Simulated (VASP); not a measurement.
# Sr7Tl (P-6m2) in VASP: further runs

Sr7Tl is run at these levels: PBE; tasks: single point.

All numbers are computed with VASP 6.6.1; they aren't measurements. Logs are shortened: lines on timing, memory, paths and dates and some standing lists are left out, and cuts for length are marked.

## 1. The cell of the first run

The structure is hexagonal, space group P-6m2 (No. 187). Conventional cell: a = 8.310 Å, b = 8.310 Å, c = 6.618 Å, α = 90.00°, β = 90.00°, γ = 120.00°. Within 5.4 Å of Sr (site symmetry mm2) lie 10 Sr at 4.08 to 4.16 Å and 2 Tl at 4.16 Å. Sr (site symmetry mm2) has 10 Sr at 4.03 to 4.28 Å and 2 Tl at 4.05 Å within 5.3 Å. Sr (site symmetry -6m2) has 12 Sr at 4.08 to 4.16 Å within 5.4 Å. Within 5.3 Å of Tl (site symmetry -6m2) lie 12 Sr at 4.05 to 4.16 Å.

The cell was generated, and may not be a known phase.

## 2. Single point, PBE

INCAR reads:

```
PREC = Accurate
ENCUT = 520
EDIFF = 1E-6
ISMEAR = 0
SIGMA = 0.1
LREAL = F
LASPH = T
NELM = 60
ALGO = Fast
ISIF = 2
LWAVE = F
LCHARG = F
GGA = PE
NBANDS = 52
```

KPOINTS reads:

```
Automatic mesh
0
Gamma
  3 3 4
```

POSCAR reads:

```
Sr7Tl
1.0
    8.3103163000      0.0000000000      0.0000000000
   -4.1551582000      7.1969451000      0.0000000000
    0.0000000000      0.0000000000      6.6178182000
Sr Tl
7 1
Direct
    0.4996060000      0.9992120000      0.0000000000
    0.4996060000      0.5003940000      0.0000000000
    0.0007880000      0.5003940000      0.0000000000
    0.3234450000      0.1617225000      0.5000000000
    0.8382775000      0.1617225000      0.5000000000
    0.8382775000      0.6765550000      0.5000000000
    0.3333333000      0.6666667000      0.5000000000
    0.0000000000      0.0000000000      0.0000000000
```

Potentials or basis: VASP PAW PBE potentials, release 64 (Sr_sv, Tl_d).

Started as:

```sh
$ cat potpaw_PBE.64/Sr_sv/POTCAR potpaw_PBE.64/Tl_d/POTCAR > POTCAR
$ mpirun -np 1 vasp_std > vasp.out
```

OUTCAR:

```text
PREC = Accurate
   ENCUT = 520
   EDIFF = 1E-6
   ISMEAR = 0
   LREAL = F
   LASPH = T
   NELM = 60
   ISIF = 2
   GGA = PE

 ion  position               nearest neighbor table
   1  0.500  0.999  0.000-   7 4.08   7 4.08   5 4.11   5 4.11   4 4.11   4 4.11   3 4.15   2 4.15
                             8 4.16   8 4.16   3 4.16   2 4.16
   2  0.500  0.500  0.000-   7 4.08   7 4.08   6 4.11   6 4.11   4 4.11   4 4.11   3 4.15   1 4.15
                             8 4.16   8 4.16   3 4.16   1 4.16
   3  0.001  0.500  0.000-   7 4.08   7 4.08   6 4.11   6 4.11   5 4.11   5 4.11   2 4.15   1 4.15
                             8 4.16   8 4.16   2 4.16   1 4.16
   4  0.323  0.162  0.500-   5 4.03   6 4.03   8 4.05   8 4.05   1 4.11   1 4.11   2 4.11   2 4.11
                             7 4.16   7 4.16   5 4.28   6 4.28
   5  0.838  0.162  0.500-   4 4.03   6 4.03   8 4.05   8 4.05   1 4.11   1 4.11   3 4.11   3 4.11
                             7 4.16   7 4.16   4 4.28   6 4.28
   6  0.838  0.677  0.500-   4 4.03   5 4.03   8 4.05   8 4.05   2 4.11   2 4.11   3 4.11   3 4.11
                             7 4.16   7 4.16   4 4.28   5 4.28
   7  0.333  0.667  0.500-   3 4.08   3 4.08   1 4.08   1 4.08   2 4.08   2 4.08   6 4.16   4 4.16
                             5 4.16   5 4.16   6 4.16   4 4.16
   8  0.000  0.000  0.000-   4 4.05   4 4.05   5 4.05   5 4.05   6 4.05   6 4.05   1 4.16   1 4.16
                             2 4.16   2 4.16   3 4.16   3 4.16

  LATTYP: Found a hexagonal cell.
 ALAT       =     8.3103163000
 C/A-ratio  =     0.7963377038

  Lattice vectors:

 A1 = (   8.3103163000,   0.0000000000,   0.0000000000)
 A2 = (  -4.1551582000,   7.1969451000,   0.0000000000)
 A3 = (   0.0000000000,   0.0000000000,   6.6178182000)

Analysis of symmetry for initial positions (statically):
=====================================================================
 Subroutine PRICEL returns:
 Original cell was already a primitive cell.

 Routine SETGRP: Setting up the symmetry group for a
 hexagonal supercell.

 Subroutine GETGRP returns: Found 12 space group operations
 (whereof 12 operations were pure point group operations)
 out of a pool of 24 trial point group operations.

The static configuration has the point symmetry D_3h.

Analysis of symmetry for dynamics (positions and initial velocities):
=====================================================================
 Subroutine PRICEL returns:
 Original cell was already a primitive cell.

 Routine SETGRP: Setting up the symmetry group for a
 hexagonal supercell.

 Subroutine GETGRP returns: Found 12 space group operations
 (whereof 12 operations were pure point group operations)
 out of a pool of 24 trial point group operations.

The dynamic configuration has the point symmetry D_3h.

 Subroutine INISYM returns: Found 12 space group operations
 (whereof 12 operations are pure point group operations),
 and found     1 'primitive' translations

----------------------------------------------------------------------------------------

                                     Primitive cell

  volume of cell :     395.8044

  direct lattice vectors                    reciprocal lattice vectors
     8.310316300  0.000000000  0.000000000     0.120332363  0.069473922  0.000000000
    -4.155158200  7.196945100  0.000000000     0.000000000  0.138947843  0.000000000
     0.000000000  0.000000000  6.617818200     0.000000000  0.000000000  0.151107203

  length of vectors
     8.310316300  8.310316386  6.617818200     0.138947845  0.138947843  0.151107203

  position of ions in fractional coordinates (direct lattice)
     0.499606000  0.999212000  0.000000000
     0.499606000  0.500394000  0.000000000
     0.000788000  0.500394000  0.000000000
     0.323445000  0.161722500  0.500000000
     0.838277500  0.161722500  0.500000000
     0.838277500  0.676555000  0.500000000
     0.333333300  0.666666700  0.500000000
     0.000000000  0.000000000  0.000000000

  ion indices of the primitive-cell ions
   primitive index   ion index
                 1           1
                 2           2
                 3           3
                 4           4
                 5           5
                 6           6
                 7           7
                 8           8

----------------------------------------------------------------------------------------

 KPOINTS: Automatic mesh

Automatic generation of k-mesh.
 Grid dimensions read from file:
 generate k-points for:    3    3    4

 Generating k-lattice:

  Cartesian coordinates                     Fractional coordinates (reciprocal lattice)
     0.040110788  0.023157974  0.000000000     0.333333333 -0.000000000  0.000000000
     0.000000000  0.046315948  0.000000000     0.000000000  0.333333333  0.000000000
     0.000000000  0.000000000  0.037776801     0.000000000  0.000000000  0.250000000

  Length of vectors
     0.046315948  0.046315948  0.037776801

  Shift w.r.t. Gamma in fractional coordinates (k-lattice)
     0.000000000  0.000000000  0.000000000

 Subroutine IBZKPT returns following result:
 ===========================================

 Found      9 irreducible k-points:

 Following reciprocal coordinates:
            Coordinates               Weight
  0.000000  0.000000  0.000000      1.000000
  0.333333  0.000000  0.000000      6.000000
  0.333333  0.333333  0.000000      2.000000
  0.000000  0.000000  0.250000      2.000000
  0.333333  0.000000  0.250000     12.000000
  0.333333  0.333333  0.250000      4.000000
  0.000000  0.000000  0.500000      1.000000
  0.333333  0.000000  0.500000      6.000000
  0.333333  0.333333  0.500000      2.000000
   k-points           NKPTS =      9   k-points in BZ     NKDIM =      9   number of bands    NBANDS=     52
   number of dos      NEDOS =    301   number of ions     NIONS =      8
   total plane-waves  NPLWV = 204800
   dimension x,y,z NGX =    64 NGY =   64 NGZ =   50
   dimension x,y,z NGXF=   128 NGYF=  128 NGZF=  100
   ions per type =               7   1
   NGX,Y,Z   is equivalent  to a cutoff of  12.80, 12.80, 12.56 a.u.
   NGXF,Y,Z  is equivalent  to a cutoff of  25.61, 25.61, 25.12 a.u.
 SYSTEM =  unknown system
   PREC   = accura    normal or accurate (medium, high low for compatibility)
   ISTART =      0    job   : 0-new  1-cont  2-samecut
   ICHARG =      2    charge: 1-file 2-atom 10-const
   ISPIN  =      1    spin polarized calculation?
   LNONCOLLINEAR =      F non collinear calculations
   LSORBIT =      F    spin-orbit coupling
   LASPH  =      T    aspherical Exc in radial PAW
   ENCUT  =  520.0 eV  38.22 Ry    6.18 a.u.  15.45 15.45 12.30*2*pi/ulx,y,z
   NELM   =     60;   NELMIN=  2; NELMDL= -5     # of ELM steps
   EDIFF  = 0.1E-05   stopping-criterion for ELM
   LREAL  =      F    real-space projection
   EDIFFG = 0.1E-04   stopping-criterion for IOM
   NSW    =      0    number of steps for IOM
   IBRION =     -1    ionic relax: 0-MD 1-quasi-New 2-CG
   NFREE  =      0    steps in history (QN), initial steepest desc. (CG)
   ISIF   =      2    stress and relaxation
   ISYM   =      2    0-nonsym 1-usesym 2-fastsym
   POTIM  = 0.5000    time-step for ionic-motion
   TEBEG  =    0.0;   TEEND  =   0.0 temperature during run
   PSTRESS=    0.0 pullay stress
   NELECT =      83.0000    total number of electrons
   NUPDOWN=      -1.0000    fix difference up-down
   EMIN   =  10.00;   EMAX   =-10.00  energy-range for DOS
   EFERMI =   0.00;   METHOD = LEGACY
   ISMEAR =     0;   SIGMA  =   0.10  broadening in eV -4-tet -1-fermi 0-gaus
   EFERMI_NEDOS =   21; number of points for ismear=-14 and -15
   IALGO  =     68    algorithm
   IMIX   =      4    mixing-type and parameters
     AMIX     =   0.40;   BMIX     =  1.00
     AMIX_MAG =   1.60;   BMIX_MAG =  1.00
  volume/ion in A,a.u.               =      49.48       333.88
  Fermi-wavevector in a.u.,A,eV,Ry     =   0.972614  1.837975 12.870821  0.945979
  Thomas-Fermi vector in A             =   2.102927
   LORBIT       =      0    0 simple, 1 ext, 2 COOP (PROOUT), +10 PAW based schemes
   GGA     = PE    functional components
   LHFCALC =     F    Hartree Fock is set to
   AEXX    =    0.0000 exact exchange contribution
   IVDW    =     0    specifies the selected vdW correction
   LEPSILON=     F    determine dielectric tensor
   LRPA    =     F    only Hartree local field effects (RPA)
 non-spin polarized calculation
 RMM-DIIS sequential band-by-band and
 Gauss-broadening in eV      SIGMA  =   0.10
  energy-cutoff  :      520.00
  volume of cell :      395.80
 maximum number of plane-waves:     10680
 NGX is ok and might be reduce to    64
   NGX = 31   NGY = 31   NGZ = 25

 number of electron      83.0000003 magnetization

 Free energy of the ion-electron system (eV)
  ---------------------------------------------------
  ext. energy  EPLUGINS =         0.00000000
  ---------------------------------------------------
  free energy    TOTEN  =       -13.83818183 eV

  energy without entropy =      -13.78824985  energy(sigma->0) =      -13.81321584

 E-fermi :   2.0078     XC(G=0):  -7.6881

 val. band max:        1.9807298287   @ k =   0.3333   0.0000   0.0000
 cond. band min:       2.0152892710   @ k =   0.3333   0.0000   0.2500
 fundamental gap:      0.0345594423
 Fermi energy:         2.0077819135

 k-point     1 :       0.0000    0.0000    0.0000
  band No.  band energies     occupation
      1     -34.5068      2.00000
      2     -34.4927      2.00000
      3     -34.4927      2.00000
      4     -34.4874      2.00000
      5     -34.4800      2.00000
      6     -34.4800      2.00000
[... 44 lines left out ...]
     51       3.7722      0.00000
     52       3.9757      0.00000

 k-point     2 :       0.3333    0.0000    0.0000
  band No.  band energies     occupation
      1     -34.5037      2.00000
      2     -34.4961      2.00000
      3     -34.4928      2.00000
      4     -34.4859      2.00000
      5     -34.4812      2.00000
      6     -34.4800      2.00000
[... 377 lines left out ...]
 k-point     9 :       0.3333    0.3333    0.5000
  band No.  band energies     occupation
      1     -34.4990      2.00000
      2     -34.4948      2.00000
      3     -34.4915      2.00000
      4     -34.4865      2.00000
      5     -34.4862      2.00000
      6     -34.4813      2.00000
[... 44 lines left out ...]
     51       3.2471      0.00000
     52       3.5828      0.00000

------------------------ aborting loop because EDIFF is reached ----------------------------------------

  FORCE on cell =-STRESS in cart. coord.  units (eV):
  Direction    XX          YY          ZZ          XY          YZ          ZX
  --------------------------------------------------------------------------------------
  -------------------------------------------------------------------------------------
  Total        0.0196752      0.0196752     -0.2802717     -0.0000000      0.0000000      0.0000000
  in kB        0.0796432      0.0796432     -1.1345124     -0.0000000      0.0000000      0.0000000
  external PRESSURE =      -0.3250753 kB  Pullay stress =       0.0000000 kB

 VOLUME and BASIS-vectors are now :
 -----------------------------------------------------------------------------
  energy-cutoff  :      520.00
  volume of cell :      395.80
      direct lattice vectors                 reciprocal lattice vectors
     8.310316300  0.000000000  0.000000000     0.120332363  0.069473922  0.000000000
    -4.155158200  7.196945100  0.000000000     0.000000000  0.138947843  0.000000000
     0.000000000  0.000000000  6.617818200     0.000000000  0.000000000  0.151107203

 POSITION                                       TOTAL-FORCE (eV/Angst)
 -----------------------------------------------------------------------------------
     -0.00000      7.19127      0.00000         0.000000     -0.013482     -0.000000
      2.07267      3.60131      0.00000        -0.011676      0.006741     -0.000000
     -2.07267      3.60131      0.00000         0.011676      0.006741     -0.000000
      2.01595      1.16391      3.30891        -0.001272     -0.000735     -0.000000
      6.29437      1.16391      3.30891         0.001272     -0.000735     -0.000000
      4.15516      4.86913      3.30891        -0.000000      0.001469     -0.000000
     -0.00000      4.79796      3.30891         0.000000     -0.000000      0.000000
      0.00000      0.00000      0.00000         0.000000     -0.000000      0.000000
 -----------------------------------------------------------------------------------
    total drift:                                0.000326     -0.000188     -0.000000

  FREE ENERGIE OF THE ION-ELECTRON SYSTEM (eV)
  ---------------------------------------------------
  free  energy   TOTEN  =       -13.8381818259 eV

  energy  without entropy=      -13.7882498474  energy(sigma->0) =      -13.81321584
```

Wall time 4.4 min (1 thread of Intel Xeon Platinum 8488C (Sapphire Rapids), shared host); peak memory 0.55 GiB.

Results:

* Free energy: -13.8382 eV
* Pressure: 0.0 GPa
* Largest force: 0.013 eV/Å
* Band gap on the k mesh: zero (an odd number of electrons rules out a gap without spin polarisation)

Forces in eV/Å, atoms in the order of the input:
```
Sr   0.000 -0.013  0.000
Sr  -0.012  0.007  0.000
Sr   0.012  0.007  0.000
Sr  -0.001 -0.001  0.000
Sr   0.001 -0.001  0.000
Sr   0.000  0.001  0.000
Sr   0.000  0.000  0.000
Tl   0.000  0.000  0.000
```

Stress tensor (GPa, compression positive):
```
 0.01  0.00  0.00
 0.00  0.01  0.00
 0.00  0.00 -0.11
```

Caveat: spin-orbit coupling is left out, which moves the levels of the heavy elements.

## 3. Single point, PBE

INCAR reads:

```
SYSTEM = Sr7Tl
PREC = Accurate ; ENCUT = 520
EDIFF = 1E-6 ; ISMEAR = 0
SIGMA = 0.1 ; LREAL = .False.
LASPH = .True. ; NELM = 100
ALGO = Fast ; ISIF = 2
LWAVE = .False. ; LCHARG = .True.
GGA = PE ; LELF = .True.
LVHAR = .True. ; NBANDS = 52
```

KPOINTS reads:

```
Automatic mesh
0
Gamma
  6 6 6
  0 0 0
```

POSCAR reads:

```
Sr7Tl
1.0
    8.3103163408      0.0000000289      0.0000000000
   -4.1551581954      7.1969450502      0.0000000000
    0.0000000000      0.0000000000      6.6178182000
Sr Tl
7 1
Direct
    0.4996060000      0.9992120000      0.0000000000
    0.4996060000      0.5003940000      0.0000000000
    0.0007880000      0.5003940000      0.0000000000
    0.3234450000      0.1617225000      0.5000000000
    0.8382775000      0.1617225000      0.5000000000
    0.8382775000      0.6765550000      0.5000000000
    0.3333333333      0.6666666667      0.5000000000
    0.0000000000      0.0000000000      0.0000000000
```

Potentials or basis: VASP PAW PBE potentials, release 64 (Sr_sv, Tl_d).

Started as:

```sh
$ cat potpaw_PBE.64/Sr_sv/POTCAR potpaw_PBE.64/Tl_d/POTCAR > POTCAR
$ mpirun -np 1 vasp_std > vasp.out
```

Wall time 14 min (1 thread of Intel Xeon Platinum 8488C (Sapphire Rapids), shared host); peak memory 0.77 GiB.

It converged, with:

```
Free energy            : -13.8411 eV
Pressure               : 0.0 GPa
Band gap on the k mesh : zero (an odd number of electrons rules out a gap without spin polarisation)
```

Levels at points of the mesh, in eV from the Fermi level:
| k point | band 37 | band 38 | band 39 | band 40 | band 41 | band 42 | band 43 | band 44 | band 45 | band 46 |
| --- | --- | --- | --- | --- | --- | --- | --- | --- | --- | --- |
| (0.00, 0.00, 0.00) | -1.20 | -0.93 | -0.65 | -0.60 | -0.60 | -0.48 | 0.17 | 0.31 | 0.31 | 0.33 |
| (0.50, 0.00, 0.00) | -1.58 | -0.53 | -0.48 | -0.46 | -0.04 | -0.03 | 0.19 | 0.36 | 0.45 | 0.55 |
| (0.00, 0.00, 0.50) | -0.94 | -0.73 | -0.73 | -0.60 | -0.60 | -0.14 | -0.14 | -0.08 | 0.35 | 0.45 |
| (0.50, 0.00, 0.50) | -1.85 | -1.09 | -1.05 | -0.85 | -0.46 | 0.08 | 0.41 | 0.64 | 0.66 | 0.91 |

Caveat: spin-orbit coupling is left out, which moves the levels of the heavy elements.

The gap in the log of VASP goes by the Fermi energy; the results here count the filled bands.